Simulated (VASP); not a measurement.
# Au in VASP: notebook

Au is run at these levels: PBEsol, PBE+TS, HSE06; tasks: single point.

Everything below comes from runs of VASP 6.6.1. Logs are shortened: lines on timing, memory, paths and dates and some standing lists are left out, and cuts for length are marked.

**1. The cell of the first run**

Symmetry: Fm-3m, No. 225, cubic system. Conventional cell: a = 4.070 Å, b = 4.070 Å, c = 4.070 Å, α = 90.00°, β = 90.00°, γ = 90.00°. Au (site symmetry m-3m) has 12 Au at 2.88 Å within 3.8 Å.

**2. Single point, PBEsol, non-collinear spin, zero start, spin-orbit coupling**

INCAR

```
SYSTEM = Au
  PREC = Accurate
  ENCUT = 520
  EDIFF = 1E-6
  ISMEAR = -1
  SIGMA = 0.05
  LREAL = .False.
  LASPH = .True.
  NELM = 150
  ALGO = Fast
  ISIF = 2
  LWAVE = .False.
  LCHARG = .False.
  MAGMOM = 0 0 0
  LORBIT = 11
  LSORBIT = .True.
  GGA_COMPAT = .False.
  LORBMOM = .True.
  LMAXMIX = 4
  GGA = PS
  NBANDS = 22
```

KPOINTS

```
regular mesh
0
Gamma
  11 11 11
  0 0 0
```

POSCAR

```
Au
1.0
    0.0000000000      2.0350000000      2.0350000000
    2.0350000000      0.0000000000      2.0350000000
    2.0350000000      2.0350000000      0.0000000000
Au
1
Direct
    0.0000000000      0.0000000000      0.0000000000
```

Potentials or basis: VASP PAW PBE potentials, release 64 (Au).

The run is started by

```console
cat potpaw_PBE.64/Au/POTCAR > POTCAR
mpirun -np 1 vasp_ncl > vasp.out
```

OUTCAR:

```text
SYSTEM = Au
   PREC = Accurate
   ENCUT = 520
   EDIFF = 1E-6
   ISMEAR = -1
   LREAL = .False.
   LASPH = .True.
   NELM = 150
   ISIF = 2
   LORBIT = 11
   LSORBIT = .True.
   GGA = PS

 ion  position               nearest neighbor table
   1  0.000  0.000  0.000-

  LATTYP: Found a face centered cubic cell.
 ALAT       =     4.0700000000

  Lattice vectors:

 A1 = (   0.0000000000,   2.0350000000,   2.0350000000)
 A2 = (   2.0350000000,   0.0000000000,   2.0350000000)
 A3 = (   2.0350000000,   2.0350000000,   0.0000000000)

Analysis of symmetry for initial positions (statically):
=====================================================================
 Subroutine PRICEL returns:
 Original cell was already a primitive cell.

 Routine SETGRP: Setting up the symmetry group for a
 face centered cubic supercell.

 Subroutine GETGRP returns: Found 48 space group operations
 (whereof 48 operations were pure point group operations)
 out of a pool of 48 trial point group operations.

The static configuration has the point symmetry O_h .

Analysis of symmetry for dynamics (positions and initial velocities):
=====================================================================
 Subroutine PRICEL returns:
 Original cell was already a primitive cell.

 Routine SETGRP: Setting up the symmetry group for a
 face centered cubic supercell.

 Subroutine GETGRP returns: Found 48 space group operations
 (whereof 48 operations were pure point group operations)
 out of a pool of 48 trial point group operations.

The dynamic configuration has the point symmetry O_h .

Analysis of structural, dynamic, and magnetic symmetry:
=====================================================================
 Subroutine PRICEL returns:
 Original cell was already a primitive cell.

 Routine SETGRP: Setting up the symmetry group for a
 face centered cubic supercell.

 Subroutine GETGRP returns: Found 48 space group operations
 (whereof 48 operations were pure point group operations)
 out of a pool of 48 trial point group operations.

The overall configuration has the point symmetry O_h .

 Subroutine INISYM returns: Found 48 space group operations
 (whereof 48 operations are pure point group operations),
 and found     1 'primitive' translations

----------------------------------------------------------------------------------------

                                     Primitive cell

  volume of cell :      16.8548

  direct lattice vectors                    reciprocal lattice vectors
     0.000000000  2.035000000  2.035000000    -0.245700246  0.245700246  0.245700246
     2.035000000  0.000000000  2.035000000     0.245700246 -0.245700246  0.245700246
     2.035000000  2.035000000  0.000000000     0.245700246  0.245700246 -0.245700246

  length of vectors
     2.877924599  2.877924599  2.877924599     0.425565309  0.425565309  0.425565309

  position of ions in fractional coordinates (direct lattice)
     0.000000000  0.000000000  0.000000000

  ion indices of the primitive-cell ions
   primitive index   ion index
                 1           1

----------------------------------------------------------------------------------------

 KPOINTS: regular mesh

Automatic generation of k-mesh.
 Grid dimensions read from file:
 generate k-points for:   11   11   11

 Generating k-lattice:

  Cartesian coordinates                     Fractional coordinates (reciprocal lattice)
    -0.022336386  0.022336386  0.022336386     0.090909091  0.000000000  0.000000000
     0.022336386 -0.022336386  0.022336386     0.000000000  0.090909091  0.000000000
     0.022336386  0.022336386 -0.022336386     0.000000000  0.000000000  0.090909091

  Length of vectors
     0.038687755  0.038687755  0.038687755

  Shift w.r.t. Gamma in fractional coordinates (k-lattice)
     0.000000000  0.000000000  0.000000000

 Subroutine IBZKPT returns following result:
 ===========================================

 Found     56 irreducible k-points:

 Following reciprocal coordinates:
            Coordinates               Weight
  0.000000  0.000000  0.000000      1.000000
  0.090909  0.000000  0.000000      8.000000
  0.181818  0.000000  0.000000      8.000000
  0.272727  0.000000  0.000000      8.000000
  0.363636  0.000000  0.000000      8.000000
  0.454545  0.000000  0.000000      8.000000
[... 16 lines left out ...]
 -0.272727  0.181818  0.000000     24.000000
 -0.181818  0.181818  0.000000     12.000000
 [... further k-points ...]
   k-points           NKPTS =     56   k-points in BZ     NKDIM =     56   number of bands    NBANDS=     22
   number of dos      NEDOS =    301   number of ions     NIONS =      1
   total plane-waves  NPLWV =  13824
   dimension x,y,z NGX =    24 NGY =   24 NGZ =   24
   dimension x,y,z NGXF=    48 NGYF=   48 NGZF=   48
   ions per type =               1
   NGX,Y,Z   is equivalent  to a cutoff of  13.86, 13.86, 13.86 a.u.
   NGXF,Y,Z  is equivalent  to a cutoff of  27.73, 27.73, 27.73 a.u.
 SYSTEM =  Au
   PREC   = accura    normal or accurate (medium, high low for compatibility)
   ISTART =      0    job   : 0-new  1-cont  2-samecut
   ICHARG =      2    charge: 1-file 2-atom 10-const
   ISPIN  =      1    spin polarized calculation?
   LNONCOLLINEAR =      T non collinear calculations
   LSORBIT =      T    spin-orbit coupling
   LASPH  =      T    aspherical Exc in radial PAW
   ENCUT  =  520.0 eV  38.22 Ry    6.18 a.u.   5.35  5.35  5.35*2*pi/ulx,y,z
   NELM   =    150;   NELMIN=  2; NELMDL= -5     # of ELM steps
   EDIFF  = 0.1E-05   stopping-criterion for ELM
   LREAL  =      F    real-space projection
   EDIFFG = 0.1E-04   stopping-criterion for IOM
   NSW    =      0    number of steps for IOM
   IBRION =     -1    ionic relax: 0-MD 1-quasi-New 2-CG
   NFREE  =      0    steps in history (QN), initial steepest desc. (CG)
   ISIF   =      2    stress and relaxation
   ISYM   =      2    0-nonsym 1-usesym 2-fastsym
   POTIM  = 0.5000    time-step for ionic-motion
   TEBEG  =    0.0;   TEEND  =   0.0 temperature during run
   PSTRESS=    0.0 pullay stress
   NELECT =      11.0000    total number of electrons
   NUPDOWN=      -1.0000    fix difference up-down
   EMIN   =  10.00;   EMAX   =-10.00  energy-range for DOS
   EFERMI =   0.00;   METHOD = LEGACY
   ISMEAR =    -1;   SIGMA  =   0.05  broadening in eV -4-tet -1-fermi 0-gaus
   EFERMI_NEDOS =   21; number of points for ismear=-14 and -15
   IALGO  =     68    algorithm
   IMIX   =      4    mixing-type and parameters
     AMIX     =   0.40;   BMIX     =  1.00
     AMIX_MAG =   1.60;   BMIX_MAG =  1.00
  volume/ion in A,a.u.               =      16.85       113.74
  Fermi-wavevector in a.u.,A,eV,Ry     =   1.420032  2.683470 27.436005  2.016489
  Thomas-Fermi vector in A             =   2.540990
   LORBIT       =     11    0 simple, 1 ext, 2 COOP (PROOUT), +10 PAW based schemes
   GGA     = PS    functional components
   LHFCALC =     F    Hartree Fock is set to
   AEXX    =    0.0000 exact exchange contribution
   IVDW    =     0    specifies the selected vdW correction
   LEPSILON=     F    determine dielectric tensor
   LRPA    =     F    only Hartree local field effects (RPA)
 RMM-DIIS sequential band-by-band and
  energy-cutoff  :      520.00
  volume of cell :       16.85
 maximum number of plane-waves:       930
 NGX is ok and might be reduce to    24
   NGX = 11   NGY = 11   NGZ = 11

 number of electron      11.0000000 magnetization       0.0000000      0.0000000      0.0000000

 number of electron      10.9999999 magnetization       0.0000000     -0.0000000     -0.0000000

 number of electron      10.9999999 magnetization      -0.0000000     -0.0000000     -0.0000000

 number of electron      10.9999999 magnetization      -0.0000000      0.0000000      0.0000000

 Free energy of the ion-electron system (eV)
  ---------------------------------------------------
  ext. energy  EPLUGINS =         0.00000000
  ---------------------------------------------------
  free energy    TOTEN  =        -4.22578340 eV

  energy without entropy =       -4.22316943  energy(sigma->0) =       -4.22447641

 E-fermi :   9.4789     XC(G=0): -12.9573

 val. band max:        9.4047336402   @ k =   0.4545   0.2727   0.0000
 cond. band min:       9.5248343223   @ k =  -0.4545   0.0909   0.0000
 fundamental gap:      0.1201006821
 Fermi energy:         9.4788950553

 k-point     1 :       0.0000    0.0000    0.0000
  band No.  band energies     occupation
      1      -0.5757      1.00000
      2      -0.5757      1.00000
      3       4.1002      1.00000
      4       4.1002      1.00000
      5       4.1002      1.00000
      6       4.1002      1.00000
[... 14 lines left out ...]
     21      32.9189      0.00000
     22      32.9189      0.00000

 k-point     2 :       0.0909    0.0000    0.0000
  band No.  band energies     occupation
      1      -0.2885      1.00000
      2      -0.2885      1.00000
      3       4.0978      1.00000
      4       4.0978      1.00000
      5       4.1442      1.00000
      6       4.1442      1.00000
[... 14 lines left out ...]
     21      33.4258      0.00000
     22      33.4258      0.00000

 k-point     3 :       0.1818    0.0000    0.0000
  band No.  band energies     occupation
      1       0.4989      1.00000
      2       0.4989      1.00000
      3       4.0896      1.00000
      4       4.0896      1.00000
      5       4.2090      1.00000
      6       4.2090      1.00000
[... 14 lines left out ...]
     21      31.5124      0.00000
     22      31.5124      0.00000
[... 476 lines left out ...]
 k-point    23 :      -0.2727    0.1818    0.0000
  band No.  band energies     occupation
      1       2.6791      1.00000
      2       2.6791      1.00000
      3       3.9429      1.00000
      4       3.9429      1.00000
      5       4.4958      1.00000
      6       4.4958      1.00000
[... 14 lines left out ...]
     21      30.6908      0.00000
     22      30.6908      0.00000

 k-point    24 :      -0.1818    0.1818    0.0000
  band No.  band energies     occupation
      1       1.9939      1.00000
      2       1.9939      1.00000
      3       3.8108      1.00000
      4       3.8108      1.00000
      5       4.3609      1.00000
      6       4.3609      1.00000
[... 14 lines left out ...]
     21      31.4489      0.00000
     22      31.4489      0.00000

 [... further k-points ...]
[... 5 lines left out ...]
  --------------------------------------------------------------------------------------
  -------------------------------------------------------------------------------------
  Total        0.0226123      0.0226123      0.0226123     -0.0000000      0.0000000      0.0000000
  in kB        2.1494708      2.1494708      2.1494708     -0.0000000      0.0000000      0.0000000
  external PRESSURE =       2.1494708 kB  Pullay stress =       0.0000000 kB

 VOLUME and BASIS-vectors are now :
 -----------------------------------------------------------------------------
  energy-cutoff  :      520.00
  volume of cell :       16.85
      direct lattice vectors                 reciprocal lattice vectors
     0.000000000  2.035000000  2.035000000    -0.245700246  0.245700246  0.245700246
     2.035000000  0.000000000  2.035000000     0.245700246 -0.245700246  0.245700246
     2.035000000  2.035000000  0.000000000     0.245700246  0.245700246 -0.245700246

 POSITION                                       TOTAL-FORCE (eV/Angst)
 -----------------------------------------------------------------------------------
      0.00000      0.00000      0.00000         0.000000     -0.000000      0.000000
 -----------------------------------------------------------------------------------
    total drift:                               -0.000000      0.000000     -0.000000

  FREE ENERGIE OF THE ION-ELECTRON SYSTEM (eV)
  ---------------------------------------------------
  free  energy   TOTEN  =        -4.2257833995 eV

  energy  without entropy=       -4.2231694295  energy(sigma->0) =       -4.22447641

 orbital moment (x)

 # of ion     p       d       tot
 ----------------------------------------
  1         0.000  -0.000  -0.000
 ----------------------------------------
            0.000  -0.000  -0.000

 orbital moment (y)

 # of ion     p       d       tot
 ----------------------------------------
  1         0.000   0.000   0.000
 ----------------------------------------
            0.000   0.000   0.000

 orbital moment (z)

 # of ion     p       d       tot
 ----------------------------------------
  1         0.000   0.000   0.000
 ----------------------------------------
            0.000   0.000   0.000

 Spin-Orbit-Coupling matrix elements

 Ion:    1  E_soc:     -0.5915470
 l=   1
     0.0000000    -0.0273268    -0.0273268
    -0.0273268     0.0000000    -0.0273268
    -0.0273268    -0.0273268     0.0000000
 l=   2
     0.0000000    -0.0153936     0.0000000    -0.0153936    -0.0558708
    -0.0153936     0.0000000    -0.0419031    -0.0153936    -0.0139677
     0.0000000    -0.0419031     0.0000000    -0.0419031     0.0000000
    -0.0153936    -0.0153936    -0.0419031     0.0000000    -0.0139677
    -0.0558708    -0.0139677     0.0000000    -0.0139677     0.0000000
 l=   3
     0.0000000     0.0000000     0.0000000     0.0000000     0.0000000     0.0000000     0.0000000
     0.0000000     0.0000000     0.0000000     0.0000000     0.0000000     0.0000000     0.0000000
     0.0000000     0.0000000     0.0000000     0.0000000     0.0000000     0.0000000     0.0000000
     0.0000000     0.0000000     0.0000000     0.0000000     0.0000000     0.0000000     0.0000000
     0.0000000     0.0000000     0.0000000     0.0000000     0.0000000     0.0000000     0.0000000
     0.0000000     0.0000000     0.0000000     0.0000000     0.0000000     0.0000000     0.0000000
     0.0000000     0.0000000     0.0000000     0.0000000     0.0000000     0.0000000     0.0000000

 total charge

# of ion       s       p       d       tot
------------------------------------------
    1        0.540   0.384   8.730   9.653

 magnetization (x)

# of ion       s       p       d       tot
------------------------------------------
    1        0.000  -0.000  -0.000  -0.000

 magnetization (y)

# of ion       s       p       d       tot
------------------------------------------
    1        0.000  -0.000  -0.000  -0.000

 magnetization (z)

# of ion       s       p       d       tot
------------------------------------------
    1        0.000   0.000   0.000   0.000
```

It took 43 s on 1 thread of Intel Xeon Platinum 8488C (Sapphire Rapids), shared host; peak memory 0.21 GiB.

Results:

| Item | Value |
| --- | --- |
| Free energy | -4.2258 eV |
| Pressure | 0.2 GPa |
| Net moment | 0.00 μB per cell |
| Valence electrons inside the program's atomic spheres | Au 9.65 |

Moments on the atoms (μB; x, y, z):
```
Au  0.00 0.00 0.00
```

Caveat: the PAW data sets were made with another functional, which shifts forces and pressure a little.

**3. Single point, PBE+TS (cell strained by +1.0% along z)**

INCAR

```
GGA      = PE             # functional
IVDW     = 2              # dispersion correction
ISMEAR   = 2              # smearing method
SIGMA    = 0.05           # smearing width, eV
LWAVE    = False          # write WAVECAR
LCHARG   = False          # write CHGCAR
ISIF     = 2              # what is computed and relaxed
PREC     = Accurate       # precision mode
LASPH    = True           # aspherical terms in the spheres
LREAL    = False          # projectors in reciprocal space
ALGO     = Normal         # electronic algorithm
EDIFF    = 1E-8           # SCF threshold, eV
NELM     = 120            # most SCF steps
GGA_COMPAT= False        
ENCUT    = 600            # plane-wave cutoff, eV
```

KPOINTS

```
Automatic mesh
0
Gamma
  26 26 26
  0 0 0
```

POSCAR

```
Au
1.0
    0.0000000000      2.0350000000      2.0553500000
    2.0350000000      0.0000000000      2.0553500000
    2.0350000000      2.0350000000      0.0000000000
Au
1
Direct
    0.0000000000      0.0000000000      0.0000000000
```

Potentials or basis: VASP PAW PBE potentials, release 64 (Au).

The run is started by

```console
cat potpaw_PBE.64/Au/POTCAR > POTCAR
mpirun -np 1 vasp_std > vasp.out
```

Run time: 2.5 min. Hardware: 1 thread of AMD EPYC 7R13 (Zen 3), shared host; peak memory 0.36 GiB.

It converged, with:

```
Free energy                : -3.5906 eV
Pressure                   : 3.5 GPa
Dispersion energy per atom : -0.393 eV
```

Stress tensor (GPa, compression positive):
```
3.74 0.00 0.00
0.00 3.74 0.00
0.00 0.00 3.17
```

Levels at points of the mesh, in eV from the Fermi level:
```
           k point  band 3  band 4  band 5  band 6  band 7  band 8  band 9
(0.00, 0.00, 0.00)   -4.69   -4.69   -3.25   -3.16   14.50   18.39   18.56
(0.50, 0.00, 0.00)   -4.72   -2.02   -1.98   -0.99    3.05   13.94   17.01
(0.50, 0.50, 0.00)   -2.04   -1.68   -1.68    0.88    5.61   10.11   10.11
```

Caveat: the cell differs from its parent crystal (cell strained by +1.0% along z); the cell stands under pressure; spin-orbit coupling is left out, which moves the levels of the heavy elements.

**4. Single point, HSE06**

This run uses another cell than the first one, of 15.84 Å³/atom.

POSCAR

```
Au
1.0
    0.0000000000      1.9934577312      1.9934577312
    1.9934577312      0.0000000000      1.9934577312
    1.9934577312      1.9934577312      0.0000000000
Au
1
Direct
    0.0000000000      0.0000000000      0.0000000000
```

INCAR.step1

```
PREC = Accurate
ENCUT = 520
EDIFF = 1E-5
ISMEAR = -1
SIGMA = 0.05
LREAL = False
LASPH = True
NELM = 100
ALGO = Normal
ISIF = 2
LWAVE = True
NBANDS = 12
GGA = PE
```

INCAR.step2

```
PREC = Accurate
ENCUT = 520
EDIFF = 1E-7
ISMEAR = -1
SIGMA = 0.05
LREAL = False
LASPH = True
NELM = 100
ALGO = Normal
ISIF = 2
LWAVE = False
LCHARG = True
GGA = PE
LHFCALC = True
HFSCREEN = 0.2079
PRECFOCK = Normal
LELF = True
LVHAR = True
NBANDS = 12
ISTART = 1
```

KPOINTS

```
Automatic mesh
0
Gamma
  6 6 6
```

The run is started by

```console
cat potpaw_PBE.64/Au/POTCAR > POTCAR
cp INCAR.step1 INCAR
mpirun -np 1 vasp_std > vasp.out
cp INCAR.step2 INCAR
mpirun -np 1 vasp_std > vasp.out
```

Run time: 4.2 min. Hardware: 1 thread of Intel Xeon 6975P-C (Granite Rapids), shared host; peak memory 0.24 GiB.

Results (log left out):

- Free energy: -3.2249 eV
- Pressure: 22.6 GPa
- Band gap on the k mesh: zero (an odd number of electrons rules out a gap without spin polarisation)

Levels at points of the mesh, in eV from the Fermi level:
```tsv
k point	band 4	band 5	band 6	band 7	band 8	band 9
(0.00, 0.00, 0.00)	-6.07	-4.28	-4.28	15.61	20.23	20.23
(0.50, 0.00, 0.00)	-2.72	-2.72	-1.26	4.28	15.02	19.17
(0.50, 0.50, 0.00)	-2.27	-2.27	1.20	7.57	11.35	11.35
```

Caveat: the k points lie up to 0.45 Å⁻¹ apart, too coarse for converged energies and pressures of a metal; the PAW data sets were made with another functional, which shifts forces and pressure a little; spin-orbit coupling is left out, which moves the levels of the heavy elements.

**5. The runs side by side**

```csv
level,spin,cell,k mesh,cutoff (eV),smearing,dipole correction,tolerance level,purpose,grid for exact exchange (PRECFOCK),share of exact exchange,gap on the mesh (eV),pressure (GPa)
PBEsol,"non-collinear, zero start, SOC","a = 2.878 Å, angles 60.0°, 1 atom",11 × 11 × 11,520,fermi-dirac 0.05 eV,no,-,-,-,-,-,0.2
PBE+TS,off,"a = 2.892, b = 2.892, c = 2.878 Å, angles 60.2, 60.2, 59.7°, 1 atom",26 × 26 × 26,600,methfessel-paxton of order 2 0.05 eV,-,standard,stress,-,-,none,3.5
HSE06,off,"a = 2.819 Å, angles 60.0°, 1 atom",6 × 6 × 6,520,fermi-dirac 0.05 eV,no,-,-,Normal,0.25,none,22.6
```

Alike in all rows: task single point; potentials or basis VASP PAW PBE potentials, release 64 (Au).

Caveats: some runs use coarse meshes; the PAW data sets were made with another functional, which shifts forces and pressure a little (at least some runs); spin-orbit coupling is left out, which moves the levels of the heavy elements (at least some runs); the cell stands under pressure (at least some runs).

Total energies depend on the potentials used, so only differences within one code and one set of settings carry meaning.

The gap in the log of VASP goes by the Fermi energy; the results here count the filled bands.